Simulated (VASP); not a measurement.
A run of VASP 6.6.1 is set up as follows.

Contents of INCAR:

```
SYSTEM = AlNi3
PREC     = Accurate       ! precision mode
ENCUT    = 520            ! plane-wave cutoff, eV
EDIFF    = 1E-7           ! SCF threshold, eV
ISMEAR   = -1             ! smearing method
SIGMA    = 0.05           ! smearing width, eV
LREAL    = .FALSE.        ! projectors in reciprocal space
LASPH    = .TRUE.         ! aspherical terms in the spheres
NELM     = 150            ! most SCF steps
ALGO     = Normal         ! electronic algorithm
ISIF     = 2              ! what is computed and relaxed
LWAVE    = .FALSE.        ! write WAVECAR
LCHARG   = .FALSE.        ! write CHGCAR
ISPIN    = 2              ! spin polarisation
MAGMOM   = 1 1 1 0        ! initial moments
LORBIT   = 11             ! projections on sites
LMAXMIX  = 4              ! l up to which the mixer works
GGA      = PS             ! functional
NBANDS   = 28             ! bands
```

The input KPOINTS:

```
regular mesh
0
G
  8 8 8
  0 0 0
```

POSCAR

```
AlNi3
1.0
    0.0000000000      2.8568417017      2.8568417017
    2.8568417017      0.0000000000      2.8568417017
    2.8568417017      2.8568417017      0.0000000000
Ni Al
3 1
Direct
    0.7500000000      0.7500000000      0.7500000000
    0.0000000000      0.0000000000      0.0000000000
    0.2500000000      0.2500000000      0.2500000000
    0.5000000000      0.5000000000      0.5000000000
```

Potentials or basis: VASP PAW PBE potentials, release 64 (Ni, Al).

Run with:

```sh
$ cat potpaw_PBE.64/Ni/POTCAR potpaw_PBE.64/Al/POTCAR > POTCAR
$ mpirun -np 1 vasp_std > vasp.out
```

**Question.** Predict the net moment.

**Answer.** 0.00 μB per cell.

**Question.** Estimate the pressure.

**Answer.** -10.6 GPa.

Caveat: the PAW data sets were made with another functional, which shifts forces and pressure a little.
